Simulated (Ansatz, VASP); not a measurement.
# PbO2 in VASP and in Ansatz

INCAR

```
ALGO = Normal
EDIFF = 1E-7
ENCUT = 520
GGA = PS
ISIF = 2
ISMEAR = 0
LASPH = T
LCHARG = F
LREAL = F
LWAVE = F
NBANDS = 20
NELM = 60
PREC = Accurate
SIGMA = 0.05
```

KPOINTS

```
k-points
0
Gamma
  14 14 14
```

The input POSCAR:

```
PbO2
1.0
    0.0000000000      2.5700000000      2.5700000000
    2.5700000000      0.0000000000      2.5700000000
    2.5700000000      2.5700000000      0.0000000000
Pb O
1 2
Direct
    0.0000000000      0.0000000000      0.0000000000
    0.2500000000      0.2500000000      0.2500000000
    0.7500000000      0.7500000000      0.7500000000
```

Input for Ansatz:

```yaml
crystal:
  lattice:
    - [0.0, 2.57, 2.57]
    - [2.57, 0.0, 2.57]
    - [2.57, 2.57, 0.0]
  atoms:
    - { symbol: Pb, position: [0.0, 0.0, 0.0] }
    - { symbol: O, position: [0.25, 0.25, 0.25] }
    - { symbol: O, position: [0.75, 0.75, 0.75] }
basis:
  ecutwfc: 420
kpoints:
  mp_grid: { grid: [14, 14, 14] }
hamiltonian:
  xc: pbesol
scf:
  occupations: { method: gaussian, width: 0.05 }
output:
  forces: true
  eigenvalues: true
  eigenstates:
    nscf_kmesh: { grid: [34, 34, 34] }
    top_band: c6
    de_dk: true
    localisation: true
  stress: true
checkpoint:
  write: ck
  compress: false
  write_wavefunctions: false
  write_every: 100000
```

Alike in both runs: task single point; functional PBEsol; k mesh 14 × 14 × 14; occupations gaussian, width 0.05 eV; no spin polarisation.

|  | VASP | Ansatz |
| --- | --- | --- |
| version | VASP 6.6.1 | Ansatz 0.2.0 |
| potentials or method | VASP PAW PBE potentials, release 64 (Pb_d, O), cutoff 520 eV | scalar-relativistic, plane waves, PAW |
| valence electrons in the cell | 26 | 26 |

|  | VASP | Ansatz | Ansatz less VASP |
| --- | --- | --- | --- |
| pressure (GPa) | 22.2 | 21.7 | -0.50 |

VASP's potentials were made for PBE, not for PBEsol. The functional is the same, so the differences come from potentials, cutoffs and numerics.

Neither program's run includes spin-orbit coupling.
